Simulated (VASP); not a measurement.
Here is a VASP 6.6.1 calculation.

The input INCAR:

```
PREC = Accurate
ENCUT = 520
EDIFF = 1E-7
ISMEAR = 0
SIGMA = 0.05
LREAL = F
LASPH = T
NELM = 150
ALGO = Normal
ISIF = 2
LWAVE = F
LCHARG = F
ISPIN = 2
MAGMOM = 3.12 3.12 -0.13 -0.13 -0.13 -0.13
LORBIT = 11
LMAXMIX = 4
LDAU = T
LDAUTYPE = 2
LDAUL = 2 -1
LDAUU = 3.9 0
LDAUJ = 0 0
LDAUPRINT = 1
GGA = PE
IVDW = 12
NBANDS = 38
```

Contents of KPOINTS:

```
regular mesh
0
Gamma
  6 6 8
```

Contents of POSCAR:

```
MnO2
1.0
    4.4948267195      0.0000000000      0.0000000000
    0.0000000000      4.4948267195      0.0000000000
    0.0000000000      0.0000000000      2.9641418078
Mn O
2 4
Direct
    0.0000000000      0.0000000000      0.0000000000
    0.5000000000      0.5000000000      0.5000000000
    0.3065422319      0.3065422319      0.0000000000
    0.1934577681      0.8065422319      0.5000000000
    0.6934577681      0.6934577681      0.0000000000
    0.8065422319      0.1934577681      0.5000000000
```

Potentials or basis: VASP PAW PBE potentials, release 64 (Mn_pv, O).

The run is started by

```sh
$ cat potpaw_PBE.64/Mn_pv/POTCAR potpaw_PBE.64/O/POTCAR > POTCAR
$ mpirun -np 1 vasp_std > vasp.out
```

Problem. Predict the dispersion energy per atom.

Solution. -0.150 eV.

Problem. What does it give for the pressure?

Solution. -6.0 GPa.

Problem. What does it give for the largest force?

Solution. 0.029 eV/Å.

Eigenvalues of the final occupation matrices:
```
    site  spin  trace               eigenvalues
site 1 d     1   3.96  0.54 0.54 0.95 0.96 0.97
site 1 d     2   0.83  0.06 0.09 0.10 0.27 0.31
site 2 d     1   3.96  0.54 0.54 0.95 0.96 0.97
site 2 d     2   0.83  0.06 0.09 0.10 0.27 0.31
```

Caveat: pairwise dispersion overbinds metals, which lowers pressure and volume. The state reached can hang on the start; a lower one may exist.
